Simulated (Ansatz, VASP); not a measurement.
# FeSi: VASP beside Ansatz

```xyz
8
Lattice="4.4820 0.0000 0.0000 0.0000 4.4820 0.0000 0.0000 0.0000 4.4820" Properties=species:S:1:pos:R:3 pbc="T T T"
Fe    0.6017    0.6017    0.6017
Fe    1.6393    3.8803    2.8427
Fe    2.8427    1.6393    3.8803
Fe    3.8803    2.8427    1.6393
Si    3.7642    3.7642    3.7642
Si    2.9588    0.7178    1.5232
Si    1.5232    2.9588    0.7178
Si    0.7178    1.5232    2.9588
```

Alike in both runs: functional PBEsol; k mesh 8 × 8 × 8; no spin polarisation.

Ansatz relaxed the structure, and its values are those at the end. VASP's run is a single point on that final structure, the one shown.

|  | VASP | Ansatz |
| --- | --- | --- |
| version | VASP 6.6.1 | Ansatz 0.2.0 |
| potentials or method | VASP PAW PBE potentials, release 64 (Fe, Si) | scalar-relativistic, plane waves, PAW |
| plane-wave cutoff (eV) | 520 | 420 |
| occupations | gaussian, width 0.01 eV | fixed |
| valence electrons in the cell | 48 | 80 |

|  | VASP | Ansatz | Ansatz less VASP |
| --- | --- | --- | --- |
| pressure (GPa) | -10.6 | -11.2 | -0.52 |
| rms of the force components (eV/Å) | 0.018 | 0.001 | -0.0171 |

VASP's potentials were made for PBE, not for PBEsol. VASP's potentials hold 48 valence electrons a cell and Ansatz's 80, so a difference there can come from the potentials and not from the codes. Ansatz's warnings: stress scf threshold loose.
